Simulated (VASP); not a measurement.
A run of VASP 6.6.1 is set up as follows.

File INCAR:

```
ALGO = Fast
EDIFF = 1E-6
ENCUT = 520
GGA = PS
ISIF = 2
ISMEAR = 0
LASPH = True
LCHARG = False
LREAL = False
LWAVE = False
NBANDS = 21
NELM = 100
PREC = Accurate
SIGMA = 0.15
```

The input KPOINTS:

```
k-points
0
Gamma
  21 21 12
```

The input POSCAR:

```
Ru
1.0
    2.6749909338      0.0000000000      0.0000000000
   -1.3374954669      2.3166101036      0.0000000000
    0.0000000000      0.0000000000      4.1617508948
Ru
2
Direct
    0.3333333333      0.6666666667      0.2500000000
    0.6666666667      0.3333333333      0.7500000000
```

Potentials or basis: VASP PAW PBE potentials, release 64 (Ru_pv).

Run with:

```sh
$ cat potpaw_PBE.64/Ru_pv/POTCAR > POTCAR
$ mpirun -np 1 vasp_std > vasp.out
```

(1) Predict the pressure.

(2) Predict the band gap on the k mesh.

Answers

(1) 12.6 GPa.

(2) zero (band 14 reaches 15.31 eV, above the bottom of band 15 at 11.82 eV).

Caveat: the PAW data sets were made with another functional, which shifts forces and pressure a little.
